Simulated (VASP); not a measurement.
Set up this calculation in VASP 6.6.1, as the native input.

```
Task                   : single point
Functional             : PBE
Potentials or basis    : VASP PAW PBE potentials, release 64 (Hf_pv, C)
Cutoff                 : 520 eV
k mesh                 : 24 × 24 × 12
Occupations            : gaussian, width 0.1 eV
Spin                   : no spin polarisation
Dipole correction      : no
Further INCAR settings : ALGO = Normal; EDIFF = 1e-06; NBANDS = 14
```

The structure of HfC lies in POSCAR:

```
HfC
1.0
    3.0543475380      0.0000000000      0.0000000000
   -1.5271737690      2.6451425599      0.0000000000
    0.0000000000      0.0000000000      4.4203645734
Hf C
1 1
Direct
    0.0000000000      0.0000000000      0.0000000000
    0.0000000000      0.0000000000      0.5000000000
```

These files were run (other wordings do the same):

INCAR

```
ALGO = Normal
EDIFF = 1E-6
ENCUT = 520
GGA = PE
ISIF = 2
ISMEAR = 0
LASPH = T
LCHARG = T
LELF = T
LREAL = F
LVHAR = T
LWAVE = F
NBANDS = 14
NELM = 100
PREC = Accurate
SIGMA = 0.1
```

KPOINTS

```
k-points
0
Gamma
  24 24 12
```

Potentials or basis: VASP PAW PBE potentials, release 64 (Hf_pv, C).

The run is started by

```console
$ cat potpaw_PBE.64/Hf_pv/POTCAR potpaw_PBE.64/C/POTCAR > POTCAR
$ mpirun -np 1 vasp_std > vasp.out
```

Results of the run:

```yaml
Pressure: 0.0 GPa
Band_gap_on_the_k_mesh: zero (band 7 reaches 5.09 eV, above the bottom of band 8 at 2.36 eV)
```

Caveat: spin-orbit coupling is left out, which moves the levels of the heavy elements.

Wall time 2.1 min on 1 thread of Intel(R) Xeon(R) Platinum 8259CL CPU @ 2.50GHz (Skylake/Cascade Lake), with other jobs on the host, peak memory 0.34 GiB.
